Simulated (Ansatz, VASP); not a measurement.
Two plane-wave programs on SiC3

```xyz
4
Lattice="2.7964 0.0000 0.0000 0.0000 2.7964 0.0000 0.0000 0.0000 4.0900" Properties=species:S:1:pos:R:3 pbc="T T T"
C     1.3982    0.0000    3.2159
C     1.3982    1.3982    0.0000
C     0.0000    1.3982    0.8742
Si    0.0000    0.0000    2.0450
```

Alike in both runs: task single point; functional HSE06; k mesh 6 × 6 × 4; no spin polarisation.

|  | VASP | Ansatz |
| --- | --- | --- |
| version | VASP 6.6.1 | Ansatz 0.2.0 |
| potentials or method | VASP PAW PBE potentials, release 64 (C, Si) | plane waves, PAW |
| plane-wave cutoff (eV) | 520 | 420 |
| occupations | gaussian, width 0.01 eV | fixed |
| valence electrons in the cell | 16 | 16 |

VASP gave:

* gap on the k mesh at the Fermi level (eV): 2.61
* pressure (GPa): -3.4
* traceless stress, the component that is largest in VASP (GPa): -0.18
* rms of the force components (eV/Å): 0.101

Question: Estimate Ansatz's values.

Answer: gap on the k mesh at the Fermi level (eV): 2.61; pressure (GPa): -3.2; traceless stress, the component that is largest in VASP (GPa): -0.03; rms of the force components (eV/Å): 0.120.

Atom by atom the forces differ by 0.019 eV/Å (rms over components). Ansatz's warnings: stress exchange threshold loose, stress scf threshold loose.
